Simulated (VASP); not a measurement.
# Si2Ni (Fm-3m) in VASP: notebook

Runs on Si2Ni. Level: LDA. Tasks: single point.

Program: VASP 6.6.1. These are calculated values, not measurements. Logs are shortened: lines on timing, memory, paths and dates and some standing lists are left out, and cuts for length are marked.

### Step 1. The cell of the first run

It takes space group Fm-3m (No. 225, cubic). The conventional cell has a = 5.009 Å, b = 5.009 Å, c = 5.009 Å, α = 90.00°, β = 90.00°, γ = 90.00°. Si (site symmetry -43m) has 4 Ni at 2.17 Å and 6 Si at 2.50 Å within 2.9 Å. Ni (site symmetry m-3m) has 8 Si at 2.17 Å within 2.9 Å.

### Step 2. Single point, LDA, collinear spin, ferromagnetic start (10.47 Å³/atom)

Input file INCAR:

```
PREC = Accurate
ENCUT = 520
EDIFF = 1E-6
ISMEAR = 0
SIGMA = 0.15
LREAL = F
LASPH = T
NELM = 150
ALGO = Normal
ISIF = 2
LWAVE = F
LCHARG = F
ISPIN = 2
MAGMOM = 0 0 1
LORBIT = 11
NUPDOWN = 1.0
LMAXMIX = 4
GGA = CA
NBANDS = 20
```

Input file KPOINTS:

```
regular mesh
0
Gamma
  14 14 14
```

Input file POSCAR:

```
Si2Ni
1.0
    0.0000000000      2.5042594055      2.5042594055
    2.5042594055      0.0000000000      2.5042594055
    2.5042594055      2.5042594055      0.0000000000
Si Ni
2 1
Direct
    0.2500000000      0.2500000000      0.2500000000
    0.7500000000      0.7500000000      0.7500000000
    0.0000000000      0.0000000000      0.0000000000
```

Potentials or basis: VASP PAW LDA potentials, release 64 (Si, Ni).

The run is started by

```bash
> cat potpaw_LDA.64/Si/POTCAR potpaw_LDA.64/Ni/POTCAR > POTCAR
> mpirun -np 1 vasp_std > vasp.out
```

OUTCAR:

```text
PREC = Accurate
   ENCUT = 520
   EDIFF = 1E-6
   ISMEAR = 0
   LREAL = F
   LASPH = T
   NELM = 150
   ISIF = 2
   ISPIN = 2
   LORBIT = 11
   NUPDOWN = 1.0
   GGA = CA

 ion  position               nearest neighbor table
   1  0.250  0.250  0.250-   3 2.17   3 2.17   3 2.17   3 2.17   2 2.50   2 2.50   2 2.50   2 2.50
                             2 2.50   2 2.50
   2  0.750  0.750  0.750-   3 2.17   3 2.17   3 2.17   3 2.17   1 2.50   1 2.50   1 2.50   1 2.50
                             1 2.50   1 2.50
   3  0.000  0.000  0.000-   2 2.17   2 2.17   2 2.17   1 2.17   2 2.17   1 2.17   1 2.17   1 2.17

  LATTYP: Found a face centered cubic cell.
 ALAT       =     5.0085188110

  Lattice vectors:

 A1 = (   0.0000000000,   2.5042594055,   2.5042594055)
 A2 = (   2.5042594055,   0.0000000000,   2.5042594055)
 A3 = (   2.5042594055,   2.5042594055,   0.0000000000)

Analysis of symmetry for initial positions (statically):
=====================================================================
 Subroutine PRICEL returns:
 Original cell was already a primitive cell.

 Routine SETGRP: Setting up the symmetry group for a
 face centered cubic supercell.

 Subroutine GETGRP returns: Found 48 space group operations
 (whereof 48 operations were pure point group operations)
 out of a pool of 48 trial point group operations.

The static configuration has the point symmetry O_h .

Analysis of symmetry for dynamics (positions and initial velocities):
=====================================================================
 Subroutine PRICEL returns:
 Original cell was already a primitive cell.

 Routine SETGRP: Setting up the symmetry group for a
 face centered cubic supercell.

 Subroutine GETGRP returns: Found 48 space group operations
 (whereof 48 operations were pure point group operations)
 out of a pool of 48 trial point group operations.

The dynamic configuration has the point symmetry O_h .

Analysis of structural, dynamic, and magnetic symmetry:
=====================================================================
 Subroutine PRICEL returns:
 Original cell was already a primitive cell.

 Routine SETGRP: Setting up the symmetry group for a
 face centered cubic supercell.

 Subroutine GETGRP returns: Found 48 space group operations
 (whereof 48 operations were pure point group operations)
 out of a pool of 48 trial point group operations.

The overall configuration has the point symmetry O_h .

 Subroutine INISYM returns: Found 48 space group operations
 (whereof 48 operations are pure point group operations),
 and found     1 'primitive' translations

----------------------------------------------------------------------------------------

                                     Primitive cell

  volume of cell :      31.4100

  direct lattice vectors                    reciprocal lattice vectors
     0.000000000  2.504259406  2.504259406    -0.199659827  0.199659827  0.199659827
     2.504259406  0.000000000  2.504259406     0.199659827 -0.199659827  0.199659827
     2.504259406  2.504259406  0.000000000     0.199659827  0.199659827 -0.199659827

  length of vectors
     3.541557615  3.541557615  3.541557615     0.345820965  0.345820965  0.345820965

  position of ions in fractional coordinates (direct lattice)
     0.250000000  0.250000000  0.250000000
     0.750000000  0.750000000  0.750000000
     0.000000000  0.000000000  0.000000000

  ion indices of the primitive-cell ions
   primitive index   ion index
                 1           1
                 2           2
                 3           3

----------------------------------------------------------------------------------------

 KPOINTS: regular mesh

Automatic generation of k-mesh.
 Grid dimensions read from file:
 generate k-points for:   14   14   14

 Generating k-lattice:

  Cartesian coordinates                     Fractional coordinates (reciprocal lattice)
    -0.014261416  0.014261416  0.014261416     0.071428571  0.000000000  0.000000000
     0.014261416 -0.014261416  0.014261416     0.000000000  0.071428571  0.000000000
     0.014261416  0.014261416 -0.014261416     0.000000000  0.000000000  0.071428571

  Length of vectors
     0.024701497  0.024701497  0.024701497

  Shift w.r.t. Gamma in fractional coordinates (k-lattice)
     0.000000000  0.000000000  0.000000000

 Subroutine IBZKPT returns following result:
 ===========================================

 Found    104 irreducible k-points:

 Following reciprocal coordinates:
            Coordinates               Weight
  0.000000  0.000000  0.000000      1.000000
  0.071429  0.000000  0.000000      8.000000
  0.142857  0.000000  0.000000      8.000000
  0.214286  0.000000  0.000000      8.000000
  0.285714  0.000000  0.000000      8.000000
  0.357143  0.000000  0.000000      8.000000
[... 16 lines left out ...]
  0.214286  0.142857  0.000000     24.000000
  0.285714  0.142857  0.000000     24.000000
 [... further k-points ...]
   k-points           NKPTS =    104   k-points in BZ     NKDIM =    104   number of bands    NBANDS=     20
   number of dos      NEDOS =    301   number of ions     NIONS =      3
   total plane-waves  NPLWV =  21952
   dimension x,y,z NGX =    28 NGY =   28 NGZ =   28
   dimension x,y,z NGXF=    56 NGYF=   56 NGZF=   56
   ions per type =               2   1
   NGX,Y,Z   is equivalent  to a cutoff of  13.14, 13.14, 13.14 a.u.
   NGXF,Y,Z  is equivalent  to a cutoff of  26.29, 26.29, 26.29 a.u.
 SYSTEM =  unknown system
   PREC   = accura    normal or accurate (medium, high low for compatibility)
   ISTART =      0    job   : 0-new  1-cont  2-samecut
   ICHARG =      2    charge: 1-file 2-atom 10-const
   ISPIN  =      2    spin polarized calculation?
   LNONCOLLINEAR =      F non collinear calculations
   LSORBIT =      F    spin-orbit coupling
   LASPH  =      T    aspherical Exc in radial PAW
   ENCUT  =  520.0 eV  38.22 Ry    6.18 a.u.   6.58  6.58  6.58*2*pi/ulx,y,z
   NELM   =    150;   NELMIN=  2; NELMDL= -5     # of ELM steps
   EDIFF  = 0.1E-05   stopping-criterion for ELM
   LREAL  =      F    real-space projection
   EDIFFG = 0.1E-04   stopping-criterion for IOM
   NSW    =      0    number of steps for IOM
   IBRION =     -1    ionic relax: 0-MD 1-quasi-New 2-CG
   NFREE  =      0    steps in history (QN), initial steepest desc. (CG)
   ISIF   =      2    stress and relaxation
   ISYM   =      2    0-nonsym 1-usesym 2-fastsym
   POTIM  = 0.5000    time-step for ionic-motion
   TEBEG  =    0.0;   TEEND  =   0.0 temperature during run
   PSTRESS=    0.0 pullay stress
   NELECT =      18.0000    total number of electrons
   NUPDOWN=       1.0000    fix difference up-down
   EMIN   =  10.00;   EMAX   =-10.00  energy-range for DOS
   EFERMI =   0.00;   METHOD = LEGACY
   ISMEAR =     0;   SIGMA  =   0.15  broadening in eV -4-tet -1-fermi 0-gaus
   EFERMI_NEDOS =   21; number of points for ismear=-14 and -15
   IALGO  =     38    algorithm
   IMIX   =      4    mixing-type and parameters
     AMIX     =   0.40;   BMIX     =  1.00
     AMIX_MAG =   1.60;   BMIX_MAG =  1.00
  volume/ion in A,a.u.               =      10.47        70.66
  Fermi-wavevector in a.u.,A,eV,Ry     =   1.359804  2.569657 25.158087  1.849067
  Thomas-Fermi vector in A             =   2.486521
   LORBIT       =     11    0 simple, 1 ext, 2 COOP (PROOUT), +10 PAW based schemes
   GGA     = CA    functional components
   LHFCALC =     F    Hartree Fock is set to
   AEXX    =    0.0000 exact exchange contribution
   IVDW    =     0    specifies the selected vdW correction
   LEPSILON=     F    determine dielectric tensor
   LRPA    =     F    only Hartree local field effects (RPA)
 spin polarized calculation
 Gauss-broadening in eV      SIGMA  =   0.15
  energy-cutoff  :      520.00
  volume of cell :       31.41
 maximum number of plane-waves:       877
   NGX = 13   NGY = 13   NGZ = 13

 number of electron      17.9999996 magnetization       1.0000000

 Free energy of the ion-electron system (eV)
  ---------------------------------------------------
  ext. energy  EPLUGINS =         0.00000000
  ---------------------------------------------------
  free energy    TOTEN  =       -18.17587215 eV

  energy without entropy =      -18.16240194  energy(sigma->0) =      -18.16913704

 E-fermi :  12.2920     XC(G=0): -12.8411

 val. band max:       15.0314601057   @ k =  -0.1429   0.0714   0.0000
 cond. band min:      12.3084278313   @ k =  -0.2857   0.2143   0.0714
 fundamental gap:     -2.7230322743
 Fermi energy:        15.0603343555

 spin component 1

 k-point     1 :       0.0000    0.0000    0.0000
  band No.  band energies     occupation
      1      -2.1724      1.00000
      2       7.0326      1.00000
      3       7.0326      1.00000
      4       7.0326      1.00000
      5       8.9657      1.00000
      6       8.9657      1.00000
[... 12 lines left out ...]
     19      23.6511      0.00000
[... 513 lines left out ...]
      4       7.2906      1.00000
      5       8.3545      1.00000
      6       9.1637      1.00000
[... 12 lines left out ...]
     19      28.6117      0.00000
     20      31.1309      0.00000

 [... further k-points ...]

 spin component 2

 k-point     1 :       0.0000    0.0000    0.0000
  band No.  band energies     occupation
      1      -1.8963      1.00000
      2       7.3698      1.00000
      3       7.3698      1.00000
      4       7.3698      1.00000
      5       9.2874      1.00000
      6       9.2874      1.00000
[... 12 lines left out ...]
     19      23.9330      0.00000
[... 513 lines left out ...]
      4       7.6243      1.00000
      5       8.6676      1.00000
      6       9.4903      1.00000
[... 12 lines left out ...]
     19      28.8920      0.00000
     20      31.4262      0.00000

 [... further k-points ...]

------------------------ aborting loop because EDIFF is reached ----------------------------------------

  FORCE on cell =-STRESS in cart. coord.  units (eV):
  Direction    XX          YY          ZZ          XY          YZ          ZX
  --------------------------------------------------------------------------------------
  -------------------------------------------------------------------------------------
  Total       11.5585894     11.5585894     11.5585894      0.0000000      0.0000000     -0.0000000
  in kB      589.5864348    589.5864348    589.5864348      0.0000000      0.0000000     -0.0000000
  external PRESSURE =     589.5864348 kB  Pullay stress =       0.0000000 kB

 VOLUME and BASIS-vectors are now :
 -----------------------------------------------------------------------------
  energy-cutoff  :      520.00
  volume of cell :       31.41
      direct lattice vectors                 reciprocal lattice vectors
     0.000000000  2.504259406  2.504259406    -0.199659827  0.199659827  0.199659827
     2.504259406  0.000000000  2.504259406     0.199659827 -0.199659827  0.199659827
     2.504259406  2.504259406  0.000000000     0.199659827  0.199659827 -0.199659827

 POSITION                                       TOTAL-FORCE (eV/Angst)
 -----------------------------------------------------------------------------------
      1.25213      1.25213      1.25213         0.000000      0.000000      0.000000
      3.75639      3.75639      3.75639        -0.000000     -0.000000     -0.000000
      0.00000      0.00000      0.00000         0.000000      0.000000      0.000000
 -----------------------------------------------------------------------------------
    total drift:                               -0.000000     -0.000000      0.000000

  FREE ENERGIE OF THE ION-ELECTRON SYSTEM (eV)
  ---------------------------------------------------
  free  energy   TOTEN  =       -18.1758721461 eV

  energy  without entropy=      -18.1624019380  energy(sigma->0) =      -18.16913704

 total charge

# of ion       s       p       d       tot
------------------------------------------
    1        0.760   1.009   0.000   1.769
    2        0.760   1.009   0.000   1.769
    3        0.704   1.118   8.679  10.501
--------------------------------------------------
tot          2.223   3.136   8.679  14.039

 magnetization (x)

# of ion       s       p       d       tot
------------------------------------------
    1        0.054   0.069   0.000   0.123
    2        0.054   0.069   0.000   0.123
    3        0.012   0.109   0.332   0.453
--------------------------------------------------
tot          0.120   0.247   0.332   0.699
```

Wall time 2.4 min (1 thread of AMD EPYC 7R13 (Zen 3), shared host); peak memory 0.19 GiB.

Results:

```
Free energy                                           : -18.1759 eV
Pressure                                              : 59.0 GPa
Net moment                                            : 1.00 μB per cell
Site moments                                          : Si +0.12; Ni +0.45 μB
Valence electrons inside the program's atomic spheres : Si 1.77; Ni 10.50
```

Caveat: the cell stands under pressure; the total moment is fixed, so each spin has its own Fermi level.

[end of part 1 of 3]
